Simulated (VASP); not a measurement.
# SiO2 (P4_2/mnm) in VASP: further runs, part 2 of 2

VASP 6.6.1. The steps go on from the part before.

**5. Single point, LDA (volume 7.168 Å^3 an atom, c/a of the conventional cell 0.5742)**

The input, INCAR:

```
SYSTEM = SiO2
  ALGO = Normal
  EDIFF = 1E-7
  ENCUT = 520
  ISIF = 2
  ISMEAR = 0
  LASPH = .TRUE.
  LCHARG = .FALSE.
  LREAL = .FALSE.
  LWAVE = .FALSE.
  NBANDS = 25
  NELM = 60
  PREC = Accurate
  SIGMA = 0.05
```

The input, KPOINTS:

```
k-points
0
G
  6 6 10
  0 0 0
```

The input, POSCAR:

```
SiO2
1.0
    4.2153019198      0.0000000000      0.0000000000
    0.0000000000      4.2153019198      0.0000000000
    0.0000000000      0.0000000000      2.4204263623
Si O
2 4
Direct
    0.5000000000      0.5000000000      0.5000000000
    0.0000000000      0.0000000000      0.0000000000
    0.6944252994      0.6944252994      0.0000000000
    0.1944252994      0.8055747006      0.5000000000
    0.3055747006      0.3055747006      0.0000000000
    0.8055747006      0.1944252994      0.5000000000
```

Potentials or basis: VASP PAW LDA potentials, release 64 (Si, O).

Started as:

```sh
cat potpaw_LDA.64/Si/POTCAR potpaw_LDA.64/O/POTCAR > POTCAR
mpirun -np 1 vasp_std > vasp.out
```

OUTCAR:

```text
SYSTEM = SiO2
   EDIFF = 1E-7
   ENCUT = 520
   ISIF = 2
   ISMEAR = 0
   LASPH = .TRUE.
   LREAL = .FALSE.
   NELM = 60
   PREC = Accurate

 ion  position               nearest neighbor table
   1  0.500  0.500  0.500-   3 1.68   5 1.68   3 1.68   5 1.68   4 1.82   6 1.82
   2  0.000  0.000  0.000-   4 1.68   6 1.68   4 1.68   6 1.68   5 1.82   3 1.82
   3  0.694  0.694  0.000-   1 1.68   1 1.68   2 1.82
   4  0.194  0.806  0.500-   2 1.68   2 1.68   1 1.82
   5  0.306  0.306  0.000-   1 1.68   1 1.68   2 1.82
   6  0.806  0.194  0.500-   2 1.68   2 1.68   1 1.82

  LATTYP: Found a simple tetragonal cell.
 ALAT       =     4.2153019198
 C/A-ratio  =     0.5742000000

  Lattice vectors:

 A1 = (   4.2153019198,   0.0000000000,   0.0000000000)
 A2 = (   0.0000000000,   4.2153019198,   0.0000000000)
 A3 = (   0.0000000000,   0.0000000000,   2.4204263623)

Analysis of symmetry for initial positions (statically):
=====================================================================
 Subroutine PRICEL returns:
 Original cell was already a primitive cell.

 Routine SETGRP: Setting up the symmetry group for a
 simple tetragonal supercell.

 Subroutine GETGRP returns: Found 16 space group operations
 (whereof  8 operations were pure point group operations)
 out of a pool of 16 trial point group operations.

The static configuration has the point symmetry D_2h.
 The point group associated with its full space group is D_4h.

Analysis of symmetry for dynamics (positions and initial velocities):
=====================================================================
 Subroutine PRICEL returns:
 Original cell was already a primitive cell.

 Routine SETGRP: Setting up the symmetry group for a
 simple tetragonal supercell.

 Subroutine GETGRP returns: Found 16 space group operations
 (whereof  8 operations were pure point group operations)
 out of a pool of 16 trial point group operations.

The dynamic configuration has the point symmetry D_2h.
 The point group associated with its full space group is D_4h.

 Subroutine INISYM returns: Found 16 space group operations
 (whereof  8 operations are pure point group operations),
 and found     1 'primitive' translations

----------------------------------------------------------------------------------------

                                     Primitive cell

  volume of cell :      43.0080

  direct lattice vectors                    reciprocal lattice vectors
     4.215301920  0.000000000  0.000000000     0.237230931  0.000000000  0.000000000
     0.000000000  4.215301920  0.000000000     0.000000000  0.237230931  0.000000000
     0.000000000  0.000000000  2.420426362     0.000000000  0.000000000  0.413150351

  length of vectors
     4.215301920  4.215301920  2.420426362     0.237230931  0.237230931  0.413150351

  position of ions in fractional coordinates (direct lattice)
     0.500000000  0.500000000  0.500000000
     0.000000000  0.000000000  0.000000000
     0.694425299  0.694425299  0.000000000
     0.194425299  0.805574701  0.500000000
     0.305574701  0.305574701  0.000000000
     0.805574701  0.194425299  0.500000000

  ion indices of the primitive-cell ions
   primitive index   ion index
                 1           1
                 2           2
                 3           3
                 4           4
                 5           5
                 6           6

[... 23 lines left out ...]

 Found     60 irreducible k-points:

 Following reciprocal coordinates:
            Coordinates               Weight
  0.000000  0.000000  0.000000      1.000000
  0.166667  0.000000  0.000000      4.000000
  0.333333  0.000000  0.000000      4.000000
  0.500000  0.000000  0.000000      2.000000
  0.166667  0.166667  0.000000      4.000000
  0.333333  0.166667  0.000000      8.000000
[... 16 lines left out ...]
  0.333333  0.000000  0.200000      8.000000
  0.500000  0.000000  0.200000      4.000000
 [... further k-points ...]
   k-points           NKPTS =     60   k-points in BZ     NKDIM =     60   number of bands    NBANDS=     25
   number of dos      NEDOS =    301   number of ions     NIONS =      6
   total plane-waves  NPLWV =  18432
   dimension x,y,z NGX =    32 NGY =   32 NGZ =   18
   dimension x,y,z NGXF=    64 NGYF=   64 NGZF=   36
   ions per type =               2   4
   NGX,Y,Z   is equivalent  to a cutoff of  12.62, 12.62, 12.36 a.u.
   NGXF,Y,Z  is equivalent  to a cutoff of  25.24, 25.24, 24.73 a.u.
 SYSTEM =  SiO2
   PREC   = accura    normal or accurate (medium, high low for compatibility)
   ISTART =      0    job   : 0-new  1-cont  2-samecut
   ICHARG =      2    charge: 1-file 2-atom 10-const
   ISPIN  =      1    spin polarized calculation?
   LNONCOLLINEAR =      F non collinear calculations
   LSORBIT =      F    spin-orbit coupling
   LASPH  =      T    aspherical Exc in radial PAW
   ENCUT  =  520.0 eV  38.22 Ry    6.18 a.u.   7.84  7.84  4.50*2*pi/ulx,y,z
   NELM   =     60;   NELMIN=  2; NELMDL= -5     # of ELM steps
   EDIFF  = 0.1E-06   stopping-criterion for ELM
   LREAL  =      F    real-space projection
   EDIFFG = 0.1E-05   stopping-criterion for IOM
   NSW    =      0    number of steps for IOM
   IBRION =     -1    ionic relax: 0-MD 1-quasi-New 2-CG
   NFREE  =      0    steps in history (QN), initial steepest desc. (CG)
   ISIF   =      2    stress and relaxation
   ISYM   =      2    0-nonsym 1-usesym 2-fastsym
   POTIM  = 0.5000    time-step for ionic-motion
   TEBEG  =    0.0;   TEEND  =   0.0 temperature during run
   PSTRESS=    0.0 pullay stress
   NELECT =      32.0000    total number of electrons
   NUPDOWN=      -1.0000    fix difference up-down
   EMIN   =  10.00;   EMAX   =-10.00  energy-range for DOS
   EFERMI =   0.00;   METHOD = LEGACY
   ISMEAR =     0;   SIGMA  =   0.05  broadening in eV -4-tet -1-fermi 0-gaus
   EFERMI_NEDOS =   21; number of points for ismear=-14 and -15
   IALGO  =     38    algorithm
   IMIX   =      4    mixing-type and parameters
     AMIX     =   0.40;   BMIX     =  1.00
     AMIX_MAG =   1.60;   BMIX_MAG =  1.00
  volume/ion in A,a.u.               =       7.17        48.37
  Fermi-wavevector in a.u.,A,eV,Ry     =   1.483457  2.803328 29.941604  2.200646
  Thomas-Fermi vector in A             =   2.597117
   LORBIT       =      0    0 simple, 1 ext, 2 COOP (PROOUT), +10 PAW based schemes
   GGA     = CA    functional components
   LHFCALC =     F    Hartree Fock is set to
   AEXX    =    0.0000 exact exchange contribution
   IVDW    =     0    specifies the selected vdW correction
   LEPSILON=     F    determine dielectric tensor
   LRPA    =     F    only Hartree local field effects (RPA)
 non-spin polarized calculation
 Gauss-broadening in eV      SIGMA  =   0.05
  energy-cutoff  :      520.00
  volume of cell :       43.01
 maximum number of plane-waves:      1178
 NGX is ok and might be reduce to    32
   NGX = 15   NGY = 15   NGZ =  9

 number of electron      31.9999982 magnetization

 Free energy of the ion-electron system (eV)
  ---------------------------------------------------
  ext. energy  EPLUGINS =         0.00000000
  ---------------------------------------------------
  free energy    TOTEN  =       -50.93475560 eV

  energy without entropy =      -50.93475560  energy(sigma->0) =      -50.93475560

 E-fermi :   9.2714     XC(G=0): -13.1074

 val. band max:        8.9639101292   @ k =   0.0000   0.0000   0.0000
 cond. band min:      16.1144440604   @ k =   0.0000   0.0000   0.0000
 fundamental gap:      7.1505339313
 Fermi energy:         9.2713621140

 k-point     1 :       0.0000    0.0000    0.0000
  band No.  band energies     occupation
      1     -14.2839      2.00000
      2     -10.3989      2.00000
      3     -10.3989      2.00000
      4     -10.3599      2.00000
      5      -2.3432      2.00000
      6       1.5463      2.00000
[... 661 lines left out ...]
     24      23.1172      0.00000
     25      23.9607      0.00000

 [... further k-points ...]
[... 5 lines left out ...]
  --------------------------------------------------------------------------------------
  -------------------------------------------------------------------------------------
  Total        2.7562885      2.7562885     23.3670945     -0.0000000      0.0000000      0.0000000
  in kB      102.6800354    102.6800354    870.4945381     -0.0000000      0.0000000      0.0000000
  external PRESSURE =     358.6182029 kB  Pullay stress =       0.0000000 kB

 VOLUME and BASIS-vectors are now :
 -----------------------------------------------------------------------------
  energy-cutoff  :      520.00
  volume of cell :       43.01
      direct lattice vectors                 reciprocal lattice vectors
     4.215301920  0.000000000  0.000000000     0.237230931  0.000000000  0.000000000
     0.000000000  4.215301920  0.000000000     0.000000000  0.237230931  0.000000000
     0.000000000  0.000000000  2.420426362     0.000000000  0.000000000  0.413150351

 POSITION                                       TOTAL-FORCE (eV/Angst)
 -----------------------------------------------------------------------------------
      2.10765      2.10765      1.21021        -0.000000      0.000000      0.000000
      0.00000      0.00000      0.00000        -0.000000      0.000000      0.000000
      2.92721      2.92721      0.00000         0.139276      0.139276      0.000000
      0.81956      3.39574      1.21021         0.139276     -0.139276      0.000000
      1.28809      1.28809      0.00000        -0.139276     -0.139276      0.000000
      3.39574      0.81956      1.21021        -0.139276      0.139276      0.000000
 -----------------------------------------------------------------------------------
    total drift:                                0.000000      0.000000     -0.000000

  FREE ENERGIE OF THE ION-ELECTRON SYSTEM (eV)
  ---------------------------------------------------
  free  energy   TOTEN  =       -50.9347555984 eV

  energy  without entropy=      -50.9347555984  energy(sigma->0) =      -50.93475560
```

OSZICAR:

```text
N       E                     dE             d eps       ncg     rms          rms(c)
DAV:   1     0.133516756225E+03    0.13352E+03   -0.17947E+04  3024   0.125E+03
DAV:   2    -0.495238108035E+02   -0.18304E+03   -0.17645E+03  3733   0.289E+02
DAV:   3    -0.560946732288E+02   -0.65709E+01   -0.65446E+01  4007   0.517E+01
DAV:   4    -0.561354866819E+02   -0.40813E-01   -0.40803E-01  3509   0.477E+00
DAV:   5    -0.561357989150E+02   -0.31223E-03   -0.31219E-03  3994   0.394E-01    0.204E+01
DAV:   6    -0.510600918779E+02    0.50757E+01   -0.13309E+01  3821   0.249E+01    0.101E+01
DAV:   7    -0.509745473895E+02    0.85544E-01   -0.91973E-01  3819   0.570E+00    0.342E+00
DAV:   8    -0.509401361147E+02    0.34411E-01   -0.44063E-02  3723   0.170E+00    0.107E+00
DAV:   9    -0.509348068053E+02    0.53293E-02   -0.81868E-03  3970   0.657E-01    0.198E-01
DAV:  10    -0.509347510669E+02    0.55738E-04   -0.46813E-04  3663   0.157E-01    0.582E-02
DAV:  11    -0.509347557716E+02   -0.47047E-05   -0.28005E-05  3930   0.359E-02    0.281E-02
DAV:  12    -0.509347557784E+02   -0.67698E-08   -0.39933E-06  3799   0.142E-02    0.120E-02
DAV:  13    -0.509347555935E+02    0.18491E-06   -0.89982E-07  3826   0.707E-03    0.182E-03
DAV:  14    -0.509347555984E+02   -0.49640E-08   -0.45057E-08  2238   0.147E-03
   1 F= -.50934756E+02 E0= -.50934756E+02  d E =-.297248E-20
```

Run time: 24 s. Hardware: 1 thread of Intel Xeon 6975P-C, shared host; peak memory 0.16 GiB.

Results:

```yaml
Free_energy: -50.9348 eV
Pressure: 35.9 GPa
Largest_force: 0.197 eV/Å
Band_gap_on_the_k_mesh: 7.15 eV, direct
```

Forces on the atoms (eV/Å):
```
Si   0.000  0.000  0.000
Si   0.000  0.000  0.000
O    0.139  0.139  0.000
O    0.139 -0.139  0.000
O   -0.139 -0.139  0.000
O   -0.139  0.139  0.000
```

Levels at points of the mesh, in eV from the valence-band top:
```
           k point  band 12  band 13  band 14  band 15  band 16  band 17  band 18  band 19  band 20  band 21
(0.00, 0.00, 0.00)    -2.53    -1.81    -1.02    -1.02     0.00     7.15     8.72    10.54    10.54    10.93
(0.50, 0.00, 0.00)    -3.49    -2.11    -2.11    -1.25    -1.25     9.41     9.41    10.56    10.56    11.41
(0.50, 0.50, 0.00)    -2.87    -2.61    -2.61    -2.59    -2.59     9.23     9.23    11.41    11.41    13.10
(0.00, 0.00, 0.50)    -5.04    -3.05    -3.05    -2.90    -2.90     9.82     9.82    12.67    12.67    13.00
(0.50, 0.00, 0.50)    -4.33    -2.59    -2.59    -1.86    -1.86     9.19     9.19     9.73     9.73    12.32
(0.50, 0.50, 0.50)    -4.94    -2.06    -2.06    -1.64    -1.64     7.66     7.66    11.14    11.14    11.31
```

**6. Single point, LDA (volume 7.168 Å^3 an atom, c/a of the conventional cell 0.7144)**

The input, INCAR:

```
ALGO = Normal ; EDIFF = 1E-6
ENCUT = 520 ; GGA = CA
ISIF = 2 ; ISMEAR = 0
LASPH = True ; LCHARG = False
LREAL = False ; LWAVE = False
NBANDS = 25 ; NELM = 100
PREC = Accurate ; SIGMA = 0.05
```

The input, KPOINTS:

```
k-points
0
Gamma
  6 6 10
```

POSCAR: that of step 5 with these lines changed.

```diff
@@ -2,5 +2,5 @@
 1.0
-    4.2153019198      0.0000000000      0.0000000000
-    0.0000000000      4.2153019198      0.0000000000
-    0.0000000000      0.0000000000      2.4204263623
+    3.9192466914      0.0000000000      0.0000000000
+    0.0000000000      3.9192466914      0.0000000000
+    0.0000000000      0.0000000000      2.7999098363
 Si O
```

Potentials or basis: VASP PAW LDA potentials, release 64 (Si, O).

Started as:

```sh
cat potpaw_LDA.64/Si/POTCAR potpaw_LDA.64/O/POTCAR > POTCAR
mpirun -np 1 vasp_std > vasp.out
```

It took 35 s on 1 thread of Intel Xeon 6975P-C, shared host; peak memory 0.17 GiB.

It converged, with:

```
Free energy            : -51.2719 eV
Pressure               : 24.2 GPa
Largest force          : 0.639 eV/Å
Band gap on the k mesh : 5.29 eV, direct
```

Forces in eV/Å, atoms in the order of the input:
```
Si   0.000  0.000  0.000
Si   0.000  0.000  0.000
O    0.452  0.452  0.000
O    0.452 -0.452  0.000
O   -0.452 -0.452  0.000
O   -0.452  0.452  0.000
```

Stress tensor (GPa, compression positive):
```
40.76  0.00  0.00
 0.00 40.76  0.00
 0.00  0.00 -8.78
```

Levels at points of the mesh, in eV from the valence-band top:
| k point | band 12 | band 13 | band 14 | band 15 | band 16 | band 17 | band 18 | band 19 | band 20 | band 21 |
| --- | --- | --- | --- | --- | --- | --- | --- | --- | --- | --- |
| (0.00, 0.00, 0.00) | -3.74 | -2.81 | -0.72 | -0.72 | 0.00 | 5.29 | 6.52 | 7.45 | 7.45 | 10.55 |
| (0.50, 0.00, 0.00) | -4.12 | -3.07 | -3.07 | -0.99 | -0.99 | 7.49 | 7.49 | 8.41 | 8.41 | 12.64 |
| (0.50, 0.50, 0.00) | -4.00 | -3.17 | -3.17 | -2.02 | -2.02 | 7.26 | 7.26 | 9.66 | 9.66 | 14.42 |
| (0.00, 0.00, 0.50) | -4.50 | -3.78 | -3.78 | -2.74 | -2.74 | 10.31 | 10.31 | 12.54 | 12.54 | 13.23 |
| (0.50, 0.00, 0.50) | -4.24 | -2.07 | -2.07 | -1.74 | -1.74 | 9.80 | 9.80 | 11.84 | 11.84 | 12.59 |
| (0.50, 0.50, 0.50) | -4.24 | -1.48 | -1.48 | -1.43 | -1.43 | 8.53 | 8.53 | 11.82 | 11.82 | 12.18 |

 A k mesh can miss the band edges.

**7. The runs side by side**

| cell | gap on the mesh (eV) | pressure (GPa) | largest force (eV/Å) |
| --- | --- | --- | --- |
| a = 4.309, b = 4.309, c = 2.474 Å, 6 atoms | 5.96 | 8.8 | 0.59 |
| a = 4.415, b = 4.415, c = 2.357 Å, 6 atoms | 5.67 | 17.3 | 1.07 |
| a = 4.319, b = 4.319, c = 2.306 Å, 6 atoms | 6.71 | 45.4 | 0.11 |
| a = 4.215, b = 4.215, c = 2.420 Å, 6 atoms | 7.15 | 35.9 | 0.20 |
| a = 3.919, b = 3.919, c = 2.800 Å, 6 atoms | 5.29 | 24.2 | 0.64 |

Alike in all rows: task single point; level LDA; potentials or basis VASP PAW LDA potentials, release 64 (Si, O); no spin polarisation; k mesh 6 × 6 × 10; cutoff (eV) 520; smearing gaussian 0.05 eV.

Caveats: forces of over 1 eV/Å act on the atoms, so gaps and moduli don't describe the material at rest (some runs).

Total energies depend on the potentials used, so only differences within one code and one set of settings carry meaning.
